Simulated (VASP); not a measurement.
# H16SO10 in VASP: a series of runs

H16SO10 is run at these levels: PBE+D3(BJ); tasks: single point.

Everything below comes from runs of VASP 6.6.1. Logs are shortened: lines on timing, memory, paths and dates and some standing lists are left out, and cuts for length are marked.

## 1. The cell of the first run

The cell holds an amorphous packing of atoms, 27 atoms: a = 7.016 Å, b = 7.016 Å, c = 7.016 Å, α = 90.00°, β = 90.00°, γ = 90.00°.

## 2. Single point, PBE+D3(BJ)

Input file INCAR:

```
ALGO = Normal
EDIFF = 1E-6
ENCUT = 520
GGA = PE
GGA_COMPAT = F
ISIF = 2
ISMEAR = -1
IVDW = 12
LASPH = T
LCHARG = F
LREAL = F
LWAVE = F
NBANDS = 60
NELM = 120
PREC = Accurate
SIGMA = 0.02
```

Input file KPOINTS:

```
k-points
0
Gamma
  1 1 1
```

Input file POSCAR:

```
H16SO10
1.0
    7.0162890000      0.0000000000      0.0000000000
    0.0000000000      7.0162890000      0.0000000000
    0.0000000000      0.0000000000      7.0162890000
O H S
10 16 1
Direct
    0.4227163391      0.4635641434      0.8475420554
    0.2361077202      0.2935739962      0.4050859365
   -0.0429429289      0.0963614811      0.9353662599
    0.7688679871      0.2154130196      0.5520724702
    1.0500992761      0.6464528471      0.6921180128
    0.7403771424      0.7739846520      0.1900292306
    0.1397319865      0.9022575894      0.4087203363
    0.9034405510      0.3872559981      0.1927087097
    0.5958990572      0.8313084025      0.6174774158
    0.3985440166      1.0531065639      0.8199063636
    0.3033512445      0.4851852596      0.7846313058
    0.5046257359      0.4078081732      0.7504536943
    0.1205908137      0.3231052769      0.3283217097
    0.3445553625      0.3182166527      0.3214377287
    0.0878812147      0.1298549703      0.9274133377
   -0.0881377606      0.0837479756      0.8112835717
    0.8007651908      0.2877019461      0.4392920531
    0.6695847335      0.1255792058      0.5209021464
    1.0695540050      0.7594042948      0.6099948278
    1.0554154768      0.5345845931      0.6063889330
    0.7914440240      0.8638469710      0.0960479250
    0.8050837131      0.8039150041      0.3023820712
    0.1849838283      1.0340081488      0.4185831000
    0.1813921861      0.8582314668      0.2858206097
    0.8707879621      0.2703993521      0.1248665783
    0.8262344952      0.5020317721      0.1629493882
    0.4483424215      0.8580034260      0.7668441251
```

Potentials or basis: VASP PAW PBE potentials, release 64 (O, H, S).

Command:

```bash
$ cat potpaw_PBE.64/O/POTCAR potpaw_PBE.64/H/POTCAR potpaw_PBE.64/S/POTCAR > POTCAR
$ mpirun -np 1 vasp_gam > vasp.out
```

OUTCAR:

```text
EDIFF = 1E-6
   ENCUT = 520
   GGA = PE
   ISIF = 2
   ISMEAR = -1
   IVDW = 12
   LASPH = T
   LREAL = F
   NELM = 120
   PREC = Accurate
 IVDW          = 12

 ion  position               nearest neighbor table
   1  0.423  0.464  0.848-  11 0.96  12 0.97
   2  0.236  0.294  0.405-  14 0.98  13 0.99
   3  0.957  0.096  0.935-  16 0.93  15 0.95
   4  0.769  0.215  0.552-  18 0.96  17 0.97
   5  0.050  0.646  0.692-  19 0.99  20 0.99
   6  0.740  0.774  0.190-  22 0.93  21 0.98
   7  0.140  0.902  0.409-  24 0.96  23 0.98
   8  0.903  0.387  0.193-  25 0.98  26 0.99
   9  0.596  0.831  0.617-  27 1.49
  10  0.399  0.053  0.820-  27 1.46
  11  0.303  0.485  0.785-   1 0.96
  12  0.505  0.408  0.750-   1 0.97
  13  0.121  0.323  0.328-   2 0.99
  14  0.345  0.318  0.321-   2 0.98
[... 10 lines left out ...]
  25  0.871  0.270  0.125-   8 0.98
  26  0.826  0.502  0.163-   8 0.99
  27  0.448  0.858  0.767-  10 1.46   9 1.49

  LATTYP: Found a simple cubic cell.
 ALAT       =     7.0162890000

  Lattice vectors:

 A1 = (   7.0162890000,   0.0000000000,   0.0000000000)
 A2 = (   0.0000000000,   7.0162890000,   0.0000000000)
 A3 = (   0.0000000000,   0.0000000000,   7.0162890000)

Analysis of symmetry for initial positions (statically):
=====================================================================
 Subroutine PRICEL returns:
 Original cell was already a primitive cell.

 Routine SETGRP: Setting up the symmetry group for a
 simple cubic supercell.

 Subroutine GETGRP returns: Found  1 space group operations
 (whereof  1 operations were pure point group operations)
 out of a pool of 48 trial point group operations.

The static configuration has the point symmetry C_1 .

Analysis of symmetry for dynamics (positions and initial velocities):
=====================================================================
 Subroutine PRICEL returns:
 Original cell was already a primitive cell.

 Routine SETGRP: Setting up the symmetry group for a
 simple cubic supercell.

 Subroutine GETGRP returns: Found  1 space group operations
 (whereof  1 operations were pure point group operations)
 out of a pool of 48 trial point group operations.

The dynamic configuration has the point symmetry C_1 .

 Subroutine INISYM returns: Found  1 space group operations
 (whereof  1 operations are pure point group operations),
 and found     1 'primitive' translations

----------------------------------------------------------------------------------------

                                     Primitive cell

  volume of cell :     345.4001

  direct lattice vectors                    reciprocal lattice vectors
     7.016289000  0.000000000  0.000000000     0.142525486  0.000000000  0.000000000
     0.000000000  7.016289000  0.000000000     0.000000000  0.142525486  0.000000000
     0.000000000  0.000000000  7.016289000     0.000000000  0.000000000  0.142525486

  length of vectors
     7.016289000  7.016289000  7.016289000     0.142525486  0.142525486  0.142525486

  position of ions in fractional coordinates (direct lattice)
     0.422716339  0.463564143  0.847542055
     0.236107720  0.293573996  0.405085937
     0.957057071  0.096361481  0.935366260
     0.768867987  0.215413020  0.552072470
     0.050099276  0.646452847  0.692118013
     0.740377142  0.773984652  0.190029231
[... 19 lines left out ...]
     0.826234495  0.502031772  0.162949388
     0.448342422  0.858003426  0.766844125

  ion indices of the primitive-cell ions
   primitive index   ion index
                 1           1
                 2           2
                 3           3
                 4           4
                 5           5
                 6           6
[... 19 lines left out ...]
                26          26
                27          27

----------------------------------------------------------------------------------------

 KPOINTS: k-points

Automatic generation of k-mesh.
 Grid dimensions read from file:
 generate k-points for:    1    1    1

 Generating k-lattice:

  Cartesian coordinates                     Fractional coordinates (reciprocal lattice)
     0.142525486  0.000000000  0.000000000     1.000000000  0.000000000  0.000000000
     0.000000000  0.142525486  0.000000000     0.000000000  1.000000000  0.000000000
     0.000000000  0.000000000  0.142525486     0.000000000  0.000000000  1.000000000

  Length of vectors
     0.142525486  0.142525486  0.142525486

  Shift w.r.t. Gamma in fractional coordinates (k-lattice)
     0.000000000  0.000000000  0.000000000

 Subroutine IBZKPT returns following result:
 ===========================================

 Found      1 irreducible k-points:

 Following reciprocal coordinates:
            Coordinates               Weight
  0.000000  0.000000  0.000000      1.000000
   k-points           NKPTS =      1   k-points in BZ     NKDIM =      1   number of bands    NBANDS=     60
   number of dos      NEDOS =    301   number of ions     NIONS =     27
   total plane-waves  NPLWV = 157464
   dimension x,y,z NGX =    54 NGY =   54 NGZ =   54
   dimension x,y,z NGXF=   108 NGYF=  108 NGZF=  108
   ions per type =              10  16   1
   NGX,Y,Z   is equivalent  to a cutoff of  12.79, 12.79, 12.79 a.u.
   NGXF,Y,Z  is equivalent  to a cutoff of  25.59, 25.59, 25.59 a.u.
 SYSTEM =  unknown system
   PREC   = accura    normal or accurate (medium, high low for compatibility)
   ISTART =      0    job   : 0-new  1-cont  2-samecut
   ICHARG =      2    charge: 1-file 2-atom 10-const
   ISPIN  =      1    spin polarized calculation?
   LNONCOLLINEAR =      F non collinear calculations
   LSORBIT =      F    spin-orbit coupling
   LASPH  =      T    aspherical Exc in radial PAW
   ENCUT  =  520.0 eV  38.22 Ry    6.18 a.u.  13.05 13.05 13.05*2*pi/ulx,y,z
   NELM   =    120;   NELMIN=  2; NELMDL= -5     # of ELM steps
   EDIFF  = 0.1E-05   stopping-criterion for ELM
   LREAL  =      F    real-space projection
   EDIFFG = 0.1E-04   stopping-criterion for IOM
   NSW    =      0    number of steps for IOM
   IBRION =     -1    ionic relax: 0-MD 1-quasi-New 2-CG
   NFREE  =      0    steps in history (QN), initial steepest desc. (CG)
   ISIF   =      2    stress and relaxation
   ISYM   =      2    0-nonsym 1-usesym 2-fastsym
   POTIM  = 0.5000    time-step for ionic-motion
   TEBEG  =    0.0;   TEEND  =   0.0 temperature during run
   PSTRESS=    0.0 pullay stress
   NELECT =      82.0000    total number of electrons
   NUPDOWN=      -1.0000    fix difference up-down
   EMIN   =  10.00;   EMAX   =-10.00  energy-range for DOS
   EFERMI =   0.00;   METHOD = LEGACY
   ISMEAR =    -1;   SIGMA  =   0.02  broadening in eV -4-tet -1-fermi 0-gaus
   EFERMI_NEDOS =   21; number of points for ismear=-14 and -15
   IALGO  =     38    algorithm
   IMIX   =      4    mixing-type and parameters
     AMIX     =   0.40;   BMIX     =  1.00
     AMIX_MAG =   1.60;   BMIX_MAG =  1.00
  volume/ion in A,a.u.               =      12.79        86.33
  Fermi-wavevector in a.u.,A,eV,Ry     =   1.013690  1.915597 13.980913  1.027568
  Thomas-Fermi vector in A             =   2.146874
   LORBIT       =      0    0 simple, 1 ext, 2 COOP (PROOUT), +10 PAW based schemes
   GGA     = PE    functional components
   LHFCALC =     F    Hartree Fock is set to
   AEXX    =    0.0000 exact exchange contribution
   IVDW    =    12    specifies the selected vdW correction
   LEPSILON=     F    determine dielectric tensor
   LRPA    =     F    only Hartree local field effects (RPA)
 non-spin polarized calculation
  energy-cutoff  :      520.00
  volume of cell :      345.40
 maximum number of plane-waves:      4658
 NGX is ok and might be reduce to    54
   NGX = 27   NGY = 27   NGZ = 27

 number of electron      81.9999999 magnetization

 Free energy of the ion-electron system (eV)
  ---------------------------------------------------
  ext. energy  EPLUGINS =         0.00000000
  ---------------------------------------------------
  free energy    TOTEN  =      -133.27278490 eV

  energy without entropy =     -133.27278490  energy(sigma->0) =     -133.27278490

 E-fermi :  -3.1344     XC(G=0):  -6.4308

 val. band max:       -3.6490000499   @ k =   0.0000   0.0000   0.0000
 cond. band min:      -1.1502202488   @ k =   0.0000   0.0000   0.0000
 fundamental gap:      2.4987798011
 Fermi energy:        -3.1344055279

 k-point     1 :       0.0000    0.0000    0.0000
  band No.  band energies     occupation
      1     -25.1132      2.00000
      2     -22.8992      2.00000
      3     -22.7421      2.00000
      4     -22.6434      2.00000
      5     -22.4319      2.00000
      6     -22.3368      2.00000
[... 45 lines left out ...]
     52       5.7807      0.00000
     53       5.8619      0.00000
 [bands above 53 left out]

------------------------ aborting loop because EDIFF is reached ----------------------------------------

 Edisp (eV)   -0.92590

 E8    (eV) :    -0.2062

  FORCE on cell =-STRESS in cart. coord.  units (eV):
  Direction    XX          YY          ZZ          XY          YZ          ZX
  --------------------------------------------------------------------------------------
  -------------------------------------------------------------------------------------
  Total      -0.52399    -1.50797     1.74522     1.85723     0.33823     3.22413
  in kB      -2.43058    -6.99489     8.09542     8.61496     1.56893    14.95548
  external pressure =       -0.44 kB  Pullay stress =        0.00 kB

 VOLUME and BASIS-vectors are now :
 -----------------------------------------------------------------------------
  energy-cutoff  :      520.00
  volume of cell :      345.40
      direct lattice vectors                 reciprocal lattice vectors
     7.016289000  0.000000000  0.000000000     0.142525486  0.000000000  0.000000000
     0.000000000  7.016289000  0.000000000     0.000000000  0.142525486  0.000000000
     0.000000000  0.000000000  7.016289000     0.000000000  0.000000000  0.142525486

 POSITION                                       TOTAL-FORCE (eV/Angst)
 -----------------------------------------------------------------------------------
      2.96590      3.25250      5.94660         0.831096     -0.120411      0.455741
      1.65660      2.05980      2.84220        -0.178230     -0.209095     -0.146113
      6.71499      0.67610      6.56280        -0.506975     -0.402246      2.669352
      5.39460      1.51140      3.87350         0.117429      0.025160      1.063662
      0.35151      4.53570      4.85610         0.144718     -0.524711     -0.098588
      5.19470      5.43050      1.33330        -0.984493     -0.535826     -2.169282
[... 19 lines left out ...]
      5.79710      3.52240      1.14330         0.135720     -0.476958     -0.238569
      3.14570      6.02000      5.38040         0.802088     -0.460141     -0.852385
 -----------------------------------------------------------------------------------
    total drift:                               -0.000975      0.002141      0.000995

  FREE ENERGIE OF THE ION-ELECTRON SYSTEM (eV)
  ---------------------------------------------------
  free  energy   TOTEN  =      -134.1986879847 eV

  energy  without entropy=     -134.1986879847  energy(sigma->0) =     -134.19868798
```

It took 36 s on 1 thread of AMD EPYC 9R14 (Zen 4), shared host; peak memory 0.36 GiB.

What came out:

```
Free energy                : -134.1987 eV
Pressure                   : 0.0 GPa
Largest force              : 2.747 eV/Å
Band gap on the k mesh     : 2.50 eV
Dispersion energy per atom : -0.034 eV
```

Forces on the atoms (eV/Å):
```
O    0.831 -0.120  0.456
O   -0.178 -0.209 -0.146
O   -0.507 -0.402  2.669
O    0.117  0.025  1.064
O    0.145 -0.525 -0.099
O   -0.984 -0.536 -2.169
O   -0.299 -0.009  0.409
O    0.196  0.339  1.169
O   -1.067  0.481  1.049
O    0.084 -0.030 -0.159
H   -0.868  0.243 -0.357
H    0.095 -0.184  0.018
H    0.255  0.254 -0.074
H   -0.225  0.110  0.035
H    1.255  0.266 -0.202
H   -0.895  0.061 -2.491
H    0.091  0.272 -0.768
H   -0.168 -0.325 -0.219
H    0.015 -0.513 -0.236
H   -0.063  0.724  0.275
H    0.136 -0.170  0.057
H    1.059  0.602  2.084
H    0.054  0.525 -0.022
H    0.213 -0.284 -0.411
H   -0.230  0.343 -0.840
H    0.136 -0.477 -0.239
S    0.802 -0.460 -0.852
```

Levels at points of the mesh, in eV from the valence-band top:
```csv
k point,band 37,band 38,band 39,band 40,band 41,band 42,band 43,band 44,band 45,band 46
"(0.00, 0.00, 0.00)",-0.70,-0.58,-0.41,-0.09,0.00,2.50,4.63,6.71,7.05,7.62
```

Caveat: the k points lie up to 0.90 Å⁻¹ apart.

## 3. Single point, PBE+D3(BJ)

Input file INCAR:

```
SYSTEM = H16SO10
  ALGO = Normal
  EDIFF = 1E-6
  ENCUT = 520
  GGA = PE
  GGA_COMPAT = .False.
  ISIF = 2
  ISMEAR = -1
  IVDW = 12
  LASPH = .True.
  LCHARG = .True.
  LELF = .True.
  LREAL = .False.
  LVHAR = .True.
  LWAVE = .False.
  NBANDS = 60
  NELM = 120
  PREC = Accurate
  SIGMA = 0.02
```

Input file KPOINTS:

```
k-points
0
Gamma
  1 1 1
  0 0 0
```

Input file POSCAR:

```
H16SO10
1.0
    7.0162890000      0.0000000000      0.0000000000
    0.0000000000      7.0162890000      0.0000000000
    0.0000000000      0.0000000000      7.0162890000
O H S
10 16 1
Direct
    0.4344746917      0.4529744998      0.8578038903
    0.2335707665      0.2863337015      0.4092761857
   -0.0424725948      0.0811967694      0.9494620304
    0.7452942717      0.2162111623      0.5567615587
    1.0464648762      0.6114628403      0.6988452158
    0.7766213735      0.7911447205      0.1831024919
    0.1470007863      0.9135883656      0.4244551500
    0.9164673804      0.4032758628      0.2220832124
    0.5778980883      0.8155878414      0.6216391600
    0.3943680199      1.0586080476      0.8073641208
    0.3258560188      0.4754365164      0.7685116733
    0.4561385656      0.3178318339      0.8374084933
    0.1292991209      0.3556580979      0.3413342865
    0.3438284825      0.3308729159      0.3485318236
    0.0737996967      0.0224477641      0.8972264398
   -0.0950644992      0.1328622581      0.8222010239
    0.8153883057      0.2453006140      0.4421710679
    0.7356167912      0.0758805688      0.5614791523
    1.0214231483      0.7054583983      0.5973955748
    0.9927755256      0.5006350223      0.6478638494
    0.8349285498      0.8697617786      0.0827360447
    0.7892348790      0.8737952499      0.2973366690
    0.1977683644      1.0495006691      0.4173431283
    0.2298508514      0.8431665229      0.3337804358
    0.9197597191      0.3442560590      0.0920429589
    0.8316077060      0.5068633860      0.2272996452
    0.4311538479      0.8548536128      0.7584921317
```

Potentials or basis: VASP PAW PBE potentials, release 64 (O, H, S).

Command:

```bash
$ cat potpaw_PBE.64/O/POTCAR potpaw_PBE.64/H/POTCAR potpaw_PBE.64/S/POTCAR > POTCAR
$ mpirun -np 1 vasp_gam > vasp.out
```

Run time: 43 s. Hardware: 1 thread of AMD EPYC 9R14 (Zen 4), shared host; peak memory 0.34 GiB.

The run converged. Its results:

```yaml
Free_energy: -134.1476 eV
Pressure: -0.9 GPa
Largest_force: 2.783 eV/Å
Band_gap_on_the_k_mesh: 2.00 eV
Dispersion_energy_per_atom: -0.034 eV
```

Forces in eV/Å, atoms in the order of the input:
```
O   -0.990  0.674 -0.609
O   -1.717 -0.217  0.581
O   -0.380  0.545 -2.400
O   -0.154 -0.859  0.989
O    0.659  1.984  0.266
O   -0.170  0.539  0.728
O    0.981  0.058 -0.449
O    1.359 -2.377 -0.500
O    0.854  0.124 -0.605
O    0.242 -1.571 -0.189
H    0.544  0.028  0.688
H    0.273 -0.497 -0.076
H   -0.029 -0.386  0.084
H    1.868  0.517 -0.724
H    0.020  0.183  0.569
H    0.201 -0.451  1.612
H    0.418  0.243 -0.854
H   -0.138  0.557 -0.136
H    0.384  0.043  0.317
H   -0.919 -2.006 -0.576
H    0.060 -0.003 -0.003
H   -0.015 -0.661 -0.736
H   -0.472 -0.426  0.026
H   -0.662  0.362  0.570
H   -0.113  0.473  1.081
H   -1.098  1.919 -0.480
S   -1.007  1.203  0.826
```

Stress tensor (GPa, compression positive):
```
 0.36  0.54 -0.98
 0.54 -0.98  0.14
-0.98  0.14 -2.23
```

Levels at points of the mesh, in eV from the valence-band top:
```
           k point  band 39  band 40  band 41  band 42  band 43  band 44
(0.00, 0.00, 0.00)    -0.72    -0.51     0.00     2.00     4.25     6.33
```

Caveat: the k points lie up to 0.90 Å⁻¹ apart.

## 4. Single point, PBE+D3(BJ)

Input file INCAR:

```
PREC = Accurate
ENCUT = 520
EDIFF = 1E-6
ISMEAR = -1
SIGMA = 0.02
LREAL = F
LASPH = T
NELM = 120
ALGO = Normal
ISIF = 2
LWAVE = F
LCHARG = F
GGA = PE
IVDW = 12
NBANDS = 60
GGA_COMPAT = F
```

Input file KPOINTS:

```
Automatic mesh
0
Gamma
  1 1 1
```

Input file POSCAR:

```
H16SO10
1.0
    7.0162890000      0.0000000000      0.0000000000
    0.0000000000      7.0162890000      0.0000000000
    0.0000000000      0.0000000000      7.0162890000
O H S
10 16 1
Direct
    0.4200511125      0.4403894993      0.8575045868
    0.2737772062      0.3032514767      0.4310255749
   -0.0703220748      0.1102292109      0.9544646750
    0.7350609418      0.2084577759      0.5740213951
    1.0226346150      0.5916090400      0.6865167612
    0.7578080093      0.7911589731      0.1535997163
    0.1613388502      0.8871213828      0.4507796073
    0.9306201612      0.4484421893      0.2509873809
    0.5718265026      0.8230561768      0.6257438940
    0.4033756306      1.0445407822      0.8313654127
    0.3008285434      0.4453921439      0.7831917984
    0.5023595807      0.3477764385      0.7835196070
    0.1553100221      0.3730319546      0.4162599346
    0.3669888740      0.3359040655      0.3396952435
    0.0505537899      0.1830739868      0.9588544600
   -0.1414850500      0.1819337829      0.8603693491
    0.7951354341      0.2711262321      0.4629655363
    0.6858183863      0.0859998783      0.5246790718
    1.0540044744      0.7052018524      0.6192162267
    0.9033692882      0.5506329628      0.6263282485
    0.8026892849      0.9068326575      0.0937960224
    0.8000383109      0.8140913238      0.2788796186
    0.1688499433      1.0315994680      0.4790281586
    0.1561651751      0.8900289027      0.3169339233
    0.9923764543      0.3677015015      0.1597283122
    0.8552241790      0.5417678776      0.1785844340
    0.4145923864      0.8485397338      0.7604874885
```

Command:

```bash
$ cat potpaw_PBE.64/O/POTCAR potpaw_PBE.64/H/POTCAR potpaw_PBE.64/S/POTCAR > POTCAR
$ mpirun -np 1 vasp_gam > vasp.out
```

It took 37 s on 1 thread of AMD EPYC 9R14 (Zen 4), shared host; peak memory 0.36 GiB.

It converged, with:

- Free energy: -133.8455 eV
- Pressure: -0.4 GPa
- Largest force: 3.236 eV/Å
- Band gap on the k mesh: 2.53 eV
- Dispersion energy per atom: -0.034 eV

Forces on the atoms (eV/Å):
```
O    0.455 -0.595 -0.803
O   -0.913 -1.381  1.552
O    1.024  0.638  0.451
O    0.155 -0.115 -0.579
O   -0.701 -1.449  0.582
O   -0.565 -0.490 -0.940
O   -0.188  2.397  2.166
O   -0.273  0.060  0.837
O   -0.280 -0.427  0.157
O   -0.547 -0.535  0.225
H    0.365 -0.029  0.076
H   -0.963  0.881  0.652
H    0.139  0.653 -0.384
H    0.638  0.648 -1.105
H   -0.334 -0.782 -0.128
H   -0.526 -0.034 -0.633
H   -0.201 -0.057  0.213
H    0.138  0.422  0.475
H    0.414  1.202 -0.821
H    0.262  0.083  0.305
H    0.295  0.511 -1.010
H    0.282  0.002  1.997
H    0.111 -1.687 -0.280
H    0.080 -0.406 -1.956
H    0.010 -0.362 -0.553
H    0.066  0.255 -0.105
S    1.058  0.597 -0.390
```

Stress tensor (GPa, compression positive):
```
-1.15 -0.31  0.22
-0.31 -1.14 -0.40
 0.22 -0.40  1.14
```

Levels at points of the mesh, in eV from the valence-band top:
```
           k point  band 38  band 39  band 40  band 41  band 42  band 43  band 44  band 45
(0.00, 0.00, 0.00)    -0.75    -0.71    -0.35     0.00     2.53     4.36     6.66     6.92
```

Caveat: the k points lie up to 0.90 Å⁻¹ apart.
